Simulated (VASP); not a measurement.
A run of VASP 6.6.1 is set up as follows.

File INCAR:

```
PREC = Accurate
ENCUT = 600
EDIFF = 1E-6
ISMEAR = -1
SIGMA = 0.1
LREAL = False
LASPH = True
NELM = 60
ALGO = Normal
ISIF = 3
LWAVE = False
LCHARG = False
GGA = PS
IBRION = 2
NSW = 80
EDIFFG = -0.01
PSTRESS = 100.0
```

KPOINTS

```
regular mesh
0
Gamma
  15 15 15
```

The input POSCAR:

```
Cu
1.0
    0.0000000000      2.4850000000      2.4850000000
    2.4850000000      0.0000000000      2.4850000000
    2.4850000000      2.4850000000      0.0000000000
Cu
2
Direct
    0.0000000000      0.0000000000      0.0000000000
    0.2500000000      0.2500000000      0.2500000000
```

Potentials or basis: VASP PAW PBE potentials, release 64 (Cu).

The run is started by

```bash
$ cat potpaw_PBE.64/Cu/POTCAR > POTCAR
$ mpirun -np 1 vasp_std > vasp.out
```

Problem. Estimate the relaxed volume.

Solution. 16.07 Å³/atom.

Problem. Predict the space group after relaxing (to 0.05 Å).

Solution. Fd-3m (No. 227).

Step by step:
| step | energy change (eV) | largest force (eV/Å) | pressure (GPa) | volume (Å³) |
| --- | --- | --- | --- | --- |
| 1 | 0.0000 | 0.0000 | 15.61 | 30.69 |
| 2 | -0.1673 | 0.0000 | 7.03 | 33.14 |
| 3 | -0.1156 | 0.0000 | 10.03 | 32.14 |

Caveat: the cell is relaxed towards a set pressure, so the enthalpy falls and the energy may rise; the PAW data sets were made with another functional, which shifts forces and pressure a little.
